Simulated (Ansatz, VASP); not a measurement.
Sb5O in VASP and in Ansatz

```
Sb O
1.0
     5.64608    0.00000    0.00000
     0.00000    5.64608    0.00000
     0.00000    0.00000    8.67128
Sb O
5 1
Direct
  0.00000 0.50000 0.50000
  0.50000 0.00000 0.50000
  0.00000 0.00000 0.84857
  0.00000 0.00000 0.15143
  0.00000 0.00000 0.50000
  0.50000 0.50000 0.00000
```

Alike in both runs: functional PBE; k mesh 8 × 8 × 4; occupations gaussian, width 0.1 eV; no spin polarisation.

Ansatz relaxed the structure, and its values are those at the end. VASP's run is a single point on that final structure, the one shown.

```csv
,VASP,Ansatz
version,VASP 6.6.1,Ansatz 0.2.0
potentials or method,"VASP PAW PBE potentials, release 64 (Sb, O), cutoff 520 eV","scalar-relativistic, plane waves, PAW"
valence electrons in the cell,31,81
```

VASP gave:

| Quantity | Value |
| --- | --- |
| gap on the k mesh at the Fermi level (eV) | none |
| pressure (GPa) | 0.0 |
| rms of the force components (eV/Å) | 0.006 |

**Question.** What did Ansatz give for the same quantities?

**Answer.** gap on the k mesh at the Fermi level (eV): none; pressure (GPa): 0.0; rms of the force components (eV/Å): 0.000.

A gap of «none» marks a metal or a gap that the smearing closes. VASP's potentials hold 31 valence electrons a cell and Ansatz's 81, so a difference there can come from the potentials and not from the codes.

Spin-orbit coupling is off throughout.
